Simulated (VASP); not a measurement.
# Y2WC6 (Fm-3m) in VASP: a series of runs

Runs on Y2WC6. Level: PBE. Tasks: single point, relaxation of cell and atoms.

All numbers are computed with VASP 6.6.1; they aren't measurements. Logs are shortened: lines on timing, memory, paths and dates and some standing lists are left out, and cuts for length are marked.

## (1) The cell of the first run

It takes space group Fm-3m (No. 225, cubic). The conventional cell has a = 8.710 Å, b = 8.710 Å, c = 8.710 Å, α = 90.00°, β = 90.00°, γ = 90.00°. Y (site symmetry -43m) has 6 C at 2.18 Å within 2.9 Å. W (site symmetry m-3m) has 12 C at 3.08 Å and 8 Y at 3.77 Å within 4.1 Å. Within 2.9 Å of C (site symmetry mmm) lie 2 Y at 2.18 Å.

The cell was generated, and may not be a known phase.

## (2) Single point, PBE

INCAR

```
ALGO = Normal
EDIFF = 1E-6
ENCUT = 520
GGA = PE
ISIF = 2
ISMEAR = 0
LASPH = True
LCHARG = True
LELF = True
LREAL = False
LVHAR = True
LWAVE = False
NBANDS = 40
NELM = 80
PREC = Accurate
SIGMA = 0.1
```

KPOINTS

```
k-points
0
Gamma
  8 8 8
```

POSCAR

```
Y2WC6
1.0
    0.0000000000      4.3551864112      4.3551864112
    4.3551864112      0.0000000000      4.3551864112
    4.3551864112      4.3551864112      0.0000000000
Y W C
2 1 6
Direct
    0.2500000000      0.2500000000      0.2500000000
    0.7500000000      0.7500000000      0.7500000000
    0.5000000000      0.5000000000      0.5000000000
    0.5000000000      0.0000000000      0.0000000000
    0.0000000000      0.5000000000      0.5000000000
    0.0000000000      0.5000000000      0.0000000000
    0.5000000000      0.0000000000      0.5000000000
    0.0000000000      0.0000000000      0.5000000000
    0.5000000000      0.5000000000      0.0000000000
```

Potentials or basis: VASP PAW PBE potentials, release 64 (Y_sv, W_sv, C).

Started as:

```sh
$ cat potpaw_PBE.64/Y_sv/POTCAR potpaw_PBE.64/W_sv/POTCAR potpaw_PBE.64/C/POTCAR > POTCAR
$ mpirun -np 1 vasp_std > vasp.out
```

OUTCAR:

```text
EDIFF = 1E-6
   ENCUT = 520
   GGA = PE
   ISIF = 2
   ISMEAR = 0
   LASPH = True
   LREAL = False
   NELM = 80
   PREC = Accurate

 ion  position               nearest neighbor table
   1  0.250  0.250  0.250-   4 2.18   5 2.18   6 2.18   7 2.18   8 2.18   9 2.18   3 3.77   3 3.77
                             3 3.77   3 3.77   2 4.36   2 4.36   2 4.36   2 4.36   2 4.36   2 4.36
   2  0.750  0.750  0.750-   4 2.18   5 2.18   6 2.18   7 2.18   8 2.18   9 2.18   3 3.77   3 3.77
                             3 3.77   3 3.77   1 4.36   1 4.36   1 4.36   1 4.36   1 4.36   1 4.36
   3  0.500  0.500  0.500-   1 3.77   1 3.77   1 3.77   1 3.77   2 3.77   2 3.77   2 3.77   2 3.77

   4  0.500  0.000  0.000-   1 2.18   2 2.18
   5  0.000  0.500  0.500-   1 2.18   2 2.18
   6  0.000  0.500  0.000-   1 2.18   2 2.18
   7  0.500  0.000  0.500-   1 2.18   2 2.18
   8  0.000  0.000  0.500-   1 2.18   2 2.18
   9  0.500  0.500  0.000-   1 2.18   2 2.18

  LATTYP: Found a face centered cubic cell.
 ALAT       =     8.7103728224

  Lattice vectors:

 A1 = (   0.0000000000,   4.3551864112,   4.3551864112)
 A2 = (   4.3551864112,   0.0000000000,   4.3551864112)
 A3 = (   4.3551864112,   4.3551864112,   0.0000000000)

Analysis of symmetry for initial positions (statically):
=====================================================================
 Subroutine PRICEL returns:
 Original cell was already a primitive cell.

 Routine SETGRP: Setting up the symmetry group for a
 face centered cubic supercell.

 Subroutine GETGRP returns: Found 48 space group operations
 (whereof 48 operations were pure point group operations)
 out of a pool of 48 trial point group operations.

The static configuration has the point symmetry O_h .

Analysis of symmetry for dynamics (positions and initial velocities):
=====================================================================
 Subroutine PRICEL returns:
 Original cell was already a primitive cell.

 Routine SETGRP: Setting up the symmetry group for a
 face centered cubic supercell.

 Subroutine GETGRP returns: Found 48 space group operations
 (whereof 48 operations were pure point group operations)
 out of a pool of 48 trial point group operations.

The dynamic configuration has the point symmetry O_h .

 Subroutine INISYM returns: Found 48 space group operations
 (whereof 48 operations are pure point group operations),
[... 115 lines left out ...]
   NFREE  =      0    steps in history (QN), initial steepest desc. (CG)
   ISIF   =      2    stress and relaxation
   ISYM   =      2    0-nonsym 1-usesym 2-fastsym
   POTIM  = 0.5000    time-step for ionic-motion
   TEBEG  =    0.0;   TEEND  =   0.0 temperature during run
   PSTRESS=    0.0 pullay stress
   NELECT =      60.0000    total number of electrons
   NUPDOWN=      -1.0000    fix difference up-down
   EMIN   =  10.00;   EMAX   =-10.00  energy-range for DOS
   EFERMI =   0.00;   METHOD = LEGACY
   ISMEAR =     0;   SIGMA  =   0.10  broadening in eV -4-tet -1-fermi 0-gaus
   EFERMI_NEDOS =   21; number of points for ismear=-14 and -15
   IALGO  =     38    algorithm
   IMIX   =      4    mixing-type and parameters
     AMIX     =   0.40;   BMIX     =  1.00
     AMIX_MAG =   1.60;   BMIX_MAG =  1.00
  volume/ion in A,a.u.               =      18.36       123.88
  Fermi-wavevector in a.u.,A,eV,Ry     =   1.167997  2.207195 18.561308  1.364218
  Thomas-Fermi vector in A             =   2.304490
   LORBIT       =      0    0 simple, 1 ext, 2 COOP (PROOUT), +10 PAW based schemes
   GGA     = PE    functional components
   LHFCALC =     F    Hartree Fock is set to
   AEXX    =    0.0000 exact exchange contribution
   IVDW    =     0    specifies the selected vdW correction
   LEPSILON=     F    determine dielectric tensor
   LRPA    =     F    only Hartree local field effects (RPA)
 non-spin polarized calculation
 Gauss-broadening in eV      SIGMA  =   0.10
  energy-cutoff  :      520.00
  volume of cell :      165.22
 maximum number of plane-waves:      4520
 NGX is ok and might be reduce to    48
   NGX = 23   NGY = 23   NGZ = 23

 number of electron      60.0000001 magnetization

 Free energy of the ion-electron system (eV)
  ---------------------------------------------------
  ext. energy  EPLUGINS =         0.00000000
  ---------------------------------------------------
  free energy    TOTEN  =       -50.18810389 eV

  energy without entropy =      -50.14864146  energy(sigma->0) =      -50.16837268

 E-fermi :   1.5409     XC(G=0):  -9.4449

 val. band max:        1.5216015176   @ k =  -0.1250   0.1250   0.0000
 cond. band min:       1.5475947087   @ k =  -0.2500   0.1250   0.0000
 fundamental gap:      0.0259931912
 Fermi energy:         1.5408639018

 k-point     1 :       0.0000    0.0000    0.0000
  band No.  band energies     occupation
      1     -73.8813      2.00000
      2     -38.0459      2.00000
      3     -38.0389      2.00000
      4     -37.8882      2.00000
      5     -37.8882      2.00000
      6     -37.8882      2.00000
[... 1021 lines left out ...]
     39       3.1897      0.00000
     40       3.3237      0.00000

 [... further k-points ...]

------------------------ aborting loop because EDIFF is reached ----------------------------------------

  FORCE on cell =-STRESS in cart. coord.  units (eV):
  Direction    XX          YY          ZZ          XY          YZ          ZX
  --------------------------------------------------------------------------------------
  -------------------------------------------------------------------------------------
  Total       -0.1002086     -0.1002086     -0.1002086      0.0000000      0.0000000      0.0000000
  in kB       -0.9717743     -0.9717743     -0.9717743      0.0000000      0.0000000      0.0000000
  external PRESSURE =      -0.9717743 kB  Pullay stress =       0.0000000 kB

 VOLUME and BASIS-vectors are now :
 -----------------------------------------------------------------------------
  energy-cutoff  :      520.00
  volume of cell :      165.22
      direct lattice vectors                 reciprocal lattice vectors
     0.000000000  4.355186411  4.355186411    -0.114805648  0.114805648  0.114805648
     4.355186411  0.000000000  4.355186411     0.114805648 -0.114805648  0.114805648
     4.355186411  4.355186411  0.000000000     0.114805648  0.114805648 -0.114805648

 POSITION                                       TOTAL-FORCE (eV/Angst)
 -----------------------------------------------------------------------------------
      2.17759      2.17759      2.17759         0.000000      0.000000     -0.000000
      6.53278      6.53278      6.53278        -0.000000     -0.000000      0.000000
      4.35519      4.35519      4.35519        -0.000000     -0.000000     -0.000000
      0.00000      2.17759      2.17759        -0.000000     -0.000000     -0.000000
      4.35519      2.17759      2.17759        -0.000000     -0.000000     -0.000000
      2.17759      0.00000      2.17759        -0.000000     -0.000000     -0.000000
      2.17759      4.35519      2.17759        -0.000000     -0.000000     -0.000000
      2.17759      2.17759      0.00000        -0.000000     -0.000000     -0.000000
      2.17759      2.17759      4.35519        -0.000000     -0.000000     -0.000000
 -----------------------------------------------------------------------------------
    total drift:                               -0.000000      0.000000      0.000000

  FREE ENERGIE OF THE ION-ELECTRON SYSTEM (eV)
  ---------------------------------------------------
  free  energy   TOTEN  =       -50.1881038908 eV

  energy  without entropy=      -50.1486414642  energy(sigma->0) =      -50.16837268
```

OSZICAR:

```text
N       E                     dE             d eps       ncg     rms          rms(c)
DAV:   1     0.404783522667E+03    0.40478E+03   -0.30768E+04  2536   0.143E+03
DAV:   2    -0.260228446439E+02   -0.43081E+03   -0.41497E+03  2736   0.359E+02
DAV:   3    -0.627376229260E+02   -0.36715E+02   -0.34692E+02  3976   0.813E+01
[... 14 lines left out ...]
DAV:  18    -0.501882317174E+02    0.13888E-02   -0.19602E-03  3112   0.132E-01    0.152E-01
DAV:  19    -0.501881130381E+02    0.11868E-03   -0.29018E-04  3288   0.492E-02    0.407E-02
DAV:  20    -0.501881068556E+02    0.61826E-05   -0.54662E-05  3192   0.209E-02    0.159E-02
DAV:  21    -0.501881041101E+02    0.27454E-05   -0.56003E-06  2480   0.953E-03    0.505E-03
DAV:  22    -0.501881038908E+02    0.21932E-06   -0.65137E-07  1568   0.332E-03
   1 F= -.50188104E+02 E0= -.50168373E+02  d E =-.394624E-01
```

Run time: 3.8 min. Hardware: 1 thread of Intel Xeon 6975P-C (Granite Rapids), shared host; peak memory 0.44 GiB.

Results:

- Free energy: -50.1881 eV
- Pressure: -0.1 GPa
- Band gap on the k mesh: zero (bands 30 and 31 overlap by 0.29 eV)

Levels at points of the mesh, in eV from the Fermi level:
```
           k point  band 26  band 27  band 28  band 29  band 30  band 31  band 32  band 33  band 34  band 35
(0.00, 0.00, 0.00)    -0.63    -0.63    -0.07    -0.07    -0.04    -0.04    -0.04     0.64     0.66     0.66
(0.50, 0.00, 0.00)    -1.05    -0.45    -0.45    -0.20    -0.03     0.20     0.20     0.30     0.30     0.40
(0.50, 0.50, 0.00)    -1.18    -1.11    -1.11    -0.15    -0.15    -0.15    -0.15     0.23     0.34     1.53
```

Caveat: spin-orbit coupling is left out, which moves the levels of the heavy elements.

## (3) Relaxation of cell and atoms, PBE

This run uses another cell than the first one, of 18.31 Å³/atom.

INCAR

```
SYSTEM = Y2WC6
PREC     = Accurate       ! precision mode
ENCUT    = 600            ! plane-wave cutoff, eV
EDIFF    = 1E-6           ! SCF threshold, eV
ISMEAR   = 0              ! smearing method
SIGMA    = 0.1            ! smearing width, eV
LREAL    = .FALSE.        ! projectors in reciprocal space
LASPH    = .TRUE.         ! aspherical terms in the spheres
NELM     = 80             ! most SCF steps
ALGO     = Normal         ! electronic algorithm
ISIF     = 3              ! what is computed and relaxed
LWAVE    = .FALSE.        ! write WAVECAR
LCHARG   = .FALSE.        ! write CHGCAR
GGA      = PE             ! functional
IBRION   = 2              ! ionic algorithm
NSW      = 100            ! ionic steps
EDIFFG   = -0.01          ! ionic threshold
```

KPOINTS

```
regular mesh
0
G
  8 8 8
  0 0 0
```

POSCAR: that of step 2 with these lines changed.

```diff
@@ -2,5 +2,5 @@
 1.0
-    0.0000000000      4.3551864112      4.3551864112
-    4.3551864112      0.0000000000      4.3551864112
-    4.3551864112      4.3551864112      0.0000000000
+    0.0000000000      4.3511746353      4.3511746353
+    4.3511746353      0.0000000000      4.3511746353
+    4.3511746353      4.3511746353      0.0000000000
 Y W C
```

Potentials or basis: VASP PAW PBE potentials, release 64 (Y_sv, W_sv, C).

Started as:

```sh
$ cat potpaw_PBE.64/Y_sv/POTCAR potpaw_PBE.64/W_sv/POTCAR potpaw_PBE.64/C/POTCAR > POTCAR
$ mpirun -np 1 vasp_std > vasp.out
```

Run time: 6.3 min. Hardware: 1 thread of Intel Xeon 6975P-C (Granite Rapids), shared host; peak memory 0.49 GiB.

The run converged. Its results:

- Free energy: -50.1890 eV
- Pressure after relaxing: 0.0 GPa
- Band gap on the k mesh: zero (bands 30 and 31 overlap by 0.29 eV)

Final structure:
```
Y W C
1.0
     0.00000    4.35117    4.35117
     4.35117    0.00000    4.35117
     4.35117    4.35117    0.00000
Y W C
2 1 6
Direct
  0.25000 0.25000 0.25000
  0.75000 0.75000 0.75000
  0.50000 0.50000 0.50000
  0.50000 0.00000 0.00000
  0.00000 0.50000 0.50000
  0.00000 0.50000 0.00000
  0.50000 0.00000 0.50000
  0.00000 0.00000 0.50000
  0.50000 0.50000 0.00000
```

Levels at points of the mesh, in eV from the Fermi level:
```
           k point  band 26  band 27  band 28  band 29  band 30  band 31  band 32  band 33  band 34  band 35
(0.00, 0.00, 0.00)    -0.64    -0.64    -0.07    -0.07    -0.04    -0.04    -0.04     0.65     0.66     0.66
(0.50, 0.00, 0.00)    -1.05    -0.45    -0.45    -0.20    -0.02     0.20     0.20     0.30     0.30     0.41
(0.50, 0.50, 0.00)    -1.19    -1.12    -1.12    -0.16    -0.16    -0.15    -0.15     0.23     0.34     1.55
```

Caveat: the relaxation stopped at its first step, so nothing moved; spin-orbit coupling is left out, which moves the levels of the heavy elements.

The gap in the log of VASP goes by the Fermi energy; the results here count the filled bands.